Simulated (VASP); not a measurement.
# W (a cell with a defect) in VASP: notebook

The runs below take W (a cell with a defect) through single point, with PBEsol.

Everything below comes from runs of VASP 6.6.1. Logs are shortened: lines on timing, memory, paths and dates and some standing lists are left out, and cuts for length are marked.

## Step 1: The cell of the first run

The cell holds a defect, 15 atoms: a = 6.320 Å, b = 6.320 Å, c = 6.320 Å, α = 90.00°, β = 90.00°, γ = 90.00°.

## Step 2: Single point, PBEsol

INCAR reads:

```
SYSTEM = W
  PREC = Accurate
  ENCUT = 520
  EDIFF = 1E-6
  ISMEAR = -1
  SIGMA = 0.15
  LREAL = Auto
  LASPH = .True.
  NELM = 60
  ALGO = Normal
  ISIF = 2
  LWAVE = .False.
  LCHARG = .False.
  GGA = PS
  NBANDS = 118
```

KPOINTS reads:

```
Automatic mesh
0
Gamma
  3 3 3
  0 0 0
```

POSCAR reads:

```
W
1.0
    6.3200000000      0.0000000000      0.0000000000
    0.0000000000      6.3200000000      0.0000000000
    0.0000000000      0.0000000000      6.3200000000
W
15
Direct
   -0.0982033228      0.0981087025     -0.0955042722
    0.4952664557     -0.0033430380      0.0060439873
    0.0032237342      0.5046221519      0.0060412975
    0.0032943038     -0.0034031646      0.4981248418
    0.2476113924      0.2496716772      0.2505109177
    0.5048778481      0.4949882911      0.0008226266
    0.5047560127      0.0018556962      0.5076305380
    0.7452712025      0.2546096519      0.2632072785
   -0.0019724684      0.4951438291      0.5076112342
    0.2483169304      0.7515449367      0.2510938291
    0.2603613924      0.2546699367      0.7480645570
    0.4988558544      0.5010327532      0.5016280063
    0.7502090190      0.7522729430      0.2504784810
    0.2477188291      0.7521231013      0.7530762658
    0.7451905063      0.7394805380      0.7480509494
```

Potentials or basis: VASP PAW PBE potentials, release 64 (W_sv).

On the command line:

```sh
> cat potpaw_PBE.64/W_sv/POTCAR > POTCAR
> mpirun -np 1 vasp_std > vasp.out
```

OUTCAR:

```text
SYSTEM = W
   PREC = Accurate
   ENCUT = 520
   EDIFF = 1E-6
   ISMEAR = -1
   LREAL = Auto
   LASPH = .True.
   NELM = 60
   ISIF = 2
   GGA = PS

 ion  position               nearest neighbor table
   1  0.902  0.098  0.904-  11 2.66  15 2.66   8 2.66   4 2.72   3 2.72   2 2.72  13 3.24   5 3.24
                            14 3.24
   2  0.495  0.997  0.006-  10 2.69  13 2.71  14 2.72   5 2.72   1 2.72  11 2.74  15 2.79   8 2.79
                             6 3.15   7 3.15   7 3.17   6 3.17
   3  0.003  0.505  0.006-  10 2.69   5 2.71  14 2.72  13 2.72   1 2.72  15 2.74  11 2.79   8 2.79
                             6 3.15   9 3.15   9 3.17   6 3.17
   4  0.003  0.997  0.498-  10 2.69  14 2.71   5 2.72  13 2.72   1 2.72   8 2.74  11 2.79  15 2.79
                             7 3.15   9 3.15   9 3.17   7 3.17
   5  0.248  0.250  0.251-   3 2.71   4 2.72   2 2.72   9 2.75   6 2.75  12 2.75   7 2.78  11 3.15
                             8 3.15  10 3.15  10 3.17   8 3.18  11 3.18   1 3.24
   6  0.505  0.495  0.001-  15 2.69  11 2.69   8 2.71   5 2.75  13 2.75  14 2.78  10 2.79   2 3.15
                             3 3.15  12 3.16  12 3.17   3 3.17   2 3.17
   7  0.505  0.002  0.508-  11 2.69   8 2.69  15 2.71  13 2.75  14 2.75   5 2.78  10 2.79   2 3.15
                             4 3.15  12 3.16  12 3.17   4 3.17   2 3.17
   8  0.745  0.255  0.263-   1 2.66  12 2.67   7 2.69   9 2.69   6 2.71   4 2.74   2 2.79   3 2.79
                             5 3.15  13 3.15  13 3.18   5 3.18
   9  0.998  0.495  0.508-  15 2.69   8 2.69  11 2.71  14 2.74   5 2.75  13 2.78  10 2.79   3 3.15
                             4 3.15  12 3.16  12 3.17   4 3.17   3 3.17
  10  0.248  0.752  0.251-   3 2.69   4 2.69   2 2.69  12 2.74   9 2.79   7 2.79   6 2.79  14 3.15
                            13 3.15   5 3.15   5 3.17  13 3.17  14 3.17
  11  0.260  0.255  0.748-   1 2.66  12 2.67   6 2.69   7 2.69   9 2.71   2 2.74   3 2.79   4 2.79
                            14 3.15   5 3.15   5 3.18  14 3.18
  12  0.499  0.501  0.502-  15 2.67   8 2.67  11 2.67  10 2.74  14 2.75   5 2.75  13 2.75   9 3.16
                             7 3.16   6 3.16   6 3.17   7 3.17   9 3.17
  13  0.750  0.752  0.250-   2 2.71   4 2.72   3 2.72   7 2.75   6 2.75  12 2.75   9 2.78  15 3.15
                             8 3.15  10 3.15  10 3.17   8 3.18  15 3.18   1 3.24
  14  0.248  0.752  0.753-   4 2.71   3 2.72   2 2.72   9 2.74   7 2.75  12 2.75   6 2.78  11 3.15
                            15 3.15  10 3.15  10 3.17  15 3.18  11 3.18   1 3.24
  15  0.745  0.739  0.748-   1 2.66  12 2.67   6 2.69   9 2.69   7 2.71   3 2.74   2 2.79   4 2.79
                            14 3.15  13 3.15  13 3.18  14 3.18

  LATTYP: Found a simple cubic cell.
 ALAT       =     6.3200000000

  Lattice vectors:

 A1 = (   6.3200000000,   0.0000000000,   0.0000000000)
 A2 = (   0.0000000000,   6.3200000000,   0.0000000000)
 A3 = (   0.0000000000,   0.0000000000,   6.3200000000)

Analysis of symmetry for initial positions (statically):
=====================================================================
 Subroutine PRICEL returns:
 Original cell was already a primitive cell.

 Routine SETGRP: Setting up the symmetry group for a
 simple cubic supercell.

 Subroutine GETGRP returns: Found  1 space group operations
 (whereof  1 operations were pure point group operations)
 out of a pool of 48 trial point group operations.

The static configuration has the point symmetry C_1 .

Analysis of symmetry for dynamics (positions and initial velocities):
=====================================================================
 Subroutine PRICEL returns:
 Original cell was already a primitive cell.

 Routine SETGRP: Setting up the symmetry group for a
 simple cubic supercell.

 Subroutine GETGRP returns: Found  1 space group operations
 (whereof  1 operations were pure point group operations)
 out of a pool of 48 trial point group operations.

The dynamic configuration has the point symmetry C_1 .

 Subroutine INISYM returns: Found  1 space group operations
 (whereof  1 operations are pure point group operations),
 and found     1 'primitive' translations

----------------------------------------------------------------------------------------

                                     Primitive cell

  volume of cell :     252.4360

  direct lattice vectors                    reciprocal lattice vectors
     6.320000000  0.000000000  0.000000000     0.158227848  0.000000000  0.000000000
     0.000000000  6.320000000  0.000000000     0.000000000  0.158227848  0.000000000
     0.000000000  0.000000000  6.320000000     0.000000000  0.000000000  0.158227848

  length of vectors
     6.320000000  6.320000000  6.320000000     0.158227848  0.158227848  0.158227848

  position of ions in fractional coordinates (direct lattice)
     0.901796677  0.098108702  0.904495728
     0.495266456  0.996656962  0.006043987
     0.003223734  0.504622152  0.006041297
     0.003294304  0.996596835  0.498124842
     0.247611392  0.249671677  0.250510918
     0.504877848  0.494988291  0.000822627
     0.504756013  0.001855696  0.507630538
     0.745271202  0.254609652  0.263207278
     0.998027532  0.495143829  0.507611234
     0.248316930  0.751544937  0.251093829
     0.260361392  0.254669937  0.748064557
     0.498855854  0.501032753  0.501628006
     0.750209019  0.752272943  0.250478481
     0.247718829  0.752123101  0.753076266
     0.745190506  0.739480538  0.748050949

  ion indices of the primitive-cell ions
   primitive index   ion index
                 1           1
                 2           2
                 3           3
                 4           4
                 5           5
                 6           6
                 7           7
                 8           8
                 9           9
                10          10
                11          11
                12          12
                13          13
                14          14
                15          15

----------------------------------------------------------------------------------------

 KPOINTS: Automatic mesh

Automatic generation of k-mesh.
 Grid dimensions read from file:
 generate k-points for:    3    3    3

 Generating k-lattice:

  Cartesian coordinates                     Fractional coordinates (reciprocal lattice)
     0.052742616  0.000000000  0.000000000     0.333333333  0.000000000  0.000000000
     0.000000000  0.052742616  0.000000000     0.000000000  0.333333333  0.000000000
     0.000000000  0.000000000  0.052742616     0.000000000  0.000000000  0.333333333

  Length of vectors
     0.052742616  0.052742616  0.052742616

  Shift w.r.t. Gamma in fractional coordinates (k-lattice)
     0.000000000  0.000000000  0.000000000

 Subroutine IBZKPT returns following result:
 ===========================================

 Found     14 irreducible k-points:

 Following reciprocal coordinates:
            Coordinates               Weight
  0.000000  0.000000  0.000000      1.000000
  0.333333  0.000000  0.000000      2.000000
  0.000000  0.333333  0.000000      2.000000
  0.000000  0.000000  0.333333      2.000000
  0.333333  0.333333  0.000000      2.000000
  0.000000  0.333333  0.333333      2.000000
  0.333333  0.000000  0.333333      2.000000
 -0.333333  0.333333  0.000000      2.000000
 -0.333333  0.000000  0.333333      2.000000
  0.000000 -0.333333  0.333333      2.000000
  0.333333  0.333333  0.333333      2.000000
 -0.333333  0.333333  0.333333      2.000000
 -0.333333 -0.333333  0.333333      2.000000
  0.333333 -0.333333  0.333333      2.000000
   k-points           NKPTS =     14   k-points in BZ     NKDIM =     14   number of bands    NBANDS=    118
   number of dos      NEDOS =    301   number of ions     NIONS =     15
   total plane-waves  NPLWV = 110592
   dimension x,y,z NGX =    48 NGY =   48 NGZ =   48
   dimension x,y,z NGXF=    96 NGYF=   96 NGZF=   96
   ions per type =              15
   NGX,Y,Z   is equivalent  to a cutoff of  12.63, 12.63, 12.63 a.u.
   NGXF,Y,Z  is equivalent  to a cutoff of  25.25, 25.25, 25.25 a.u.
 SYSTEM =  W
   PREC   = accura    normal or accurate (medium, high low for compatibility)
   ISTART =      0    job   : 0-new  1-cont  2-samecut
   ICHARG =      2    charge: 1-file 2-atom 10-const
   ISPIN  =      1    spin polarized calculation?
   LNONCOLLINEAR =      F non collinear calculations
   LSORBIT =      F    spin-orbit coupling
   LASPH  =      T    aspherical Exc in radial PAW
   ENCUT  =  520.0 eV  38.22 Ry    6.18 a.u.  11.75 11.75 11.75*2*pi/ulx,y,z
   NELM   =     60;   NELMIN=  2; NELMDL= -5     # of ELM steps
   EDIFF  = 0.1E-05   stopping-criterion for ELM
   LREAL  =      T    real-space projection
   EDIFFG = 0.1E-04   stopping-criterion for IOM
   NSW    =      0    number of steps for IOM
   IBRION =     -1    ionic relax: 0-MD 1-quasi-New 2-CG
   NFREE  =      0    steps in history (QN), initial steepest desc. (CG)
   ISIF   =      2    stress and relaxation
   ISYM   =      2    0-nonsym 1-usesym 2-fastsym
   POTIM  = 0.5000    time-step for ionic-motion
   TEBEG  =    0.0;   TEEND  =   0.0 temperature during run
   PSTRESS=    0.0 pullay stress
   NELECT =     210.0000    total number of electrons
   NUPDOWN=      -1.0000    fix difference up-down
   EMIN   =  10.00;   EMAX   =-10.00  energy-range for DOS
   EFERMI =   0.00;   METHOD = LEGACY
   ISMEAR =    -1;   SIGMA  =   0.15  broadening in eV -4-tet -1-fermi 0-gaus
   EFERMI_NEDOS =   21; number of points for ismear=-14 and -15
   IALGO  =     38    algorithm
   IMIX   =      4    mixing-type and parameters
     AMIX     =   0.40;   BMIX     =  1.00
     AMIX_MAG =   1.60;   BMIX_MAG =  1.00
  volume/ion in A,a.u.               =      16.83       113.57
  Fermi-wavevector in a.u.,A,eV,Ry     =   1.539681  2.909576 32.254225  2.370619
  Thomas-Fermi vector in A             =   2.645875
   LORBIT       =      0    0 simple, 1 ext, 2 COOP (PROOUT), +10 PAW based schemes
   GGA     = PS    functional components
   LHFCALC =     F    Hartree Fock is set to
   AEXX    =    0.0000 exact exchange contribution
   IVDW    =     0    specifies the selected vdW correction
   LEPSILON=     F    determine dielectric tensor
   LRPA    =     F    only Hartree local field effects (RPA)
 non-spin polarized calculation
  energy-cutoff  :      520.00
  volume of cell :      252.44
 maximum number of plane-waves:      6859
   NGX = 23   NGY = 23   NGZ = 23

 number of electron     210.0000007 magnetization

 Free energy of the ion-electron system (eV)
  ---------------------------------------------------
  ext. energy  EPLUGINS =         0.00000000
  ---------------------------------------------------
  free energy    TOTEN  =      -202.04909018 eV

  energy without entropy =     -201.34083931  energy(sigma->0) =     -201.69496474

 E-fermi :  10.1131     XC(G=0): -13.3527

 val. band max:       10.1024521892   @ k =   0.0000   0.3333   0.0000
 cond. band min:      10.1740815146   @ k =   0.0000  -0.3333   0.3333
 fundamental gap:      0.0716293254
 Fermi energy:        10.1131133254

 k-point     1 :       0.0000    0.0000    0.0000
  band No.  band energies     occupation
      1     -63.9441      2.00000
      2     -63.7440      2.00000
      3     -63.6870      2.00000
      4     -63.6869      2.00000
      5     -63.6708      2.00000
      6     -63.6708      2.00000
[... 109 lines left out ...]
    116      11.8436      0.00002
    117      12.1911      0.00000
[... 1558 lines left out ...]
    116      12.1585      0.00000
    117      12.2207      0.00000
 [bands above 117 left out]

------------------------ aborting loop because EDIFF is reached ----------------------------------------

  FORCE on cell =-STRESS in cart. coord.  units (eV):
  Direction    XX          YY          ZZ          XY          YZ          ZX
  --------------------------------------------------------------------------------------
  -------------------------------------------------------------------------------------
  Total      -10.6977326    -10.6994423    -10.6953947      3.0309164      3.0256889     -3.0271086
  in kB      -67.8970781    -67.9079295    -67.8822400     19.2368208     19.2036431    -19.2126537
  external PRESSURE =     -67.8957492 kB  Pullay stress =       0.0000000 kB

 VOLUME and BASIS-vectors are now :
 -----------------------------------------------------------------------------
  energy-cutoff  :      520.00
  volume of cell :      252.44
      direct lattice vectors                 reciprocal lattice vectors
     6.320000000  0.000000000  0.000000000     0.158227848  0.000000000  0.000000000
     0.000000000  6.320000000  0.000000000     0.000000000  0.158227848  0.000000000
     0.000000000  0.000000000  6.320000000     0.000000000  0.000000000  0.158227848

 POSITION                                       TOTAL-FORCE (eV/Angst)
 -----------------------------------------------------------------------------------
      5.69935      0.62005      5.71641         0.008288     -0.013219      0.019164
      3.13008      6.29887      0.03820        -0.002734      0.007798     -0.009592
      0.02037      3.18921      0.03818        -0.009223      0.001545     -0.009095
      0.02082      6.29849      3.14815        -0.015111      0.014245     -0.004758
      1.56490      1.57792      1.58323         0.005236     -0.014946     -0.003552
      3.19083      3.12833      0.00520        -0.005138      0.005577     -0.002077
      3.19006      0.01173      3.20823         0.003226      0.006223     -0.002126
      4.71011      1.60913      1.66347         0.003484     -0.003570     -0.002962
      6.30753      3.12931      3.20810        -0.007358     -0.005074     -0.001273
      1.56936      4.74976      1.58691         0.000698      0.002664      0.000187
      1.64548      1.60951      4.72777         0.001020     -0.007032      0.003622
      3.15277      3.16653      3.17029        -0.000094     -0.001568     -0.001269
      4.74132      4.75436      1.58302         0.014285     -0.005090     -0.000649
      1.56558      4.75342      4.75944        -0.004864      0.008692      0.009720
      4.70960      4.67352      4.72768         0.008285      0.003755      0.004659
 -----------------------------------------------------------------------------------
    total drift:                                0.002699     -0.001161     -0.004414

  FREE ENERGIE OF THE ION-ELECTRON SYSTEM (eV)
  ---------------------------------------------------
  free  energy   TOTEN  =      -202.0490901814 eV

  energy  without entropy=     -201.3408393062  energy(sigma->0) =     -201.69496474
```

Run time: 10 min. Hardware: 1 thread of AMD EPYC 7R13 (Zen 3), shared host; peak memory 0.43 GiB.

Results:

* Free energy: -202.0491 eV
* Pressure: -6.8 GPa
* Largest force: 0.025 eV/Å
* Band gap on the k mesh: zero (bands 105 and 106 overlap by 0.06 eV)

Forces on the atoms (eV/Å):
```
W    0.008 -0.013  0.019
W   -0.003  0.008 -0.010
W   -0.009  0.002 -0.009
W   -0.015  0.014 -0.005
W    0.005 -0.015 -0.004
W   -0.005  0.006 -0.002
W    0.003  0.006 -0.002
W    0.003 -0.004 -0.003
W   -0.007 -0.005 -0.001
W    0.001  0.003  0.000
W    0.001 -0.007  0.004
W    0.000 -0.002 -0.001
W    0.014 -0.005 -0.001
W   -0.005  0.009  0.010
W    0.008  0.004  0.005
```

Caveat: the PAW data sets were made with another functional, which shifts forces and pressure a little; spin-orbit coupling is left out, which moves the levels of the heavy elements.

(Part 1 of 2 ends here.)

The gap in the log of VASP goes by the Fermi energy; the results here count the filled bands.